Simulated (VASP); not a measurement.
Crystal: NdHf.

```xyz
2
Lattice="3.3922 0.0000 0.0000 -1.6961 2.9377 0.0000 0.0000 0.0000 5.0865" Properties=species:S:1:pos:R:3 pbc="T T T"
Nd    0.0000    0.0000    2.5432
Hf    1.6961    0.9792    0.0000
```

The cell was built from a structure type or drawn by symmetry, and may not be a known phase.

```yaml
Program: VASP 6.6.1
Task: relaxation of cell and atoms
Functional: PBE
Potentials_or_basis: VASP PAW PBE potentials, release 64 (Nd, Hf_pv)
Cutoff: 600 eV
k_mesh: 7 × 7 × 4
Occupations: gaussian, width 0.2 eV
Spin: no spin polarisation
```

At the start: pressure -2.3 GPa; volume 25.34 Å³/atom.

**Question.** How do energy, volume and symmetry change on relaxing?

**Answer.** Over 6 steps the energy falls by 101.3 meV/atom and the volume is 23.52 Å³/atom (-7.2 %); space group P-6m2 (No. 187, to 0.1 Å) before and after.

The path:
```
step  energy change (eV)  largest force (eV/Å)  pressure (GPa)  volume (Å³)
   1              0.0000                0.0000           -2.33        50.69
   2             -0.1591                0.0000           -0.38        47.93
   3             -0.1935                0.0000            1.59        46.11
   4             -0.1935                0.0000            1.95        45.94
   5             -0.2000                0.0000           -0.88        47.69
   6             -0.2025                0.0000            0.07        47.04
```

Final structure:
```
Nd Hf
1.0
     3.14520    0.00000    0.00000
    -1.57260    2.72383    0.00000
     0.00000    0.00000    5.49112
Nd Hf
1 1
Direct
  0.00000 0.00000 0.50000
  0.66667 0.33333 0.00000
```

Caveat: semilocal functionals describe open f shells poorly, which spoils levels, moments and volumes.
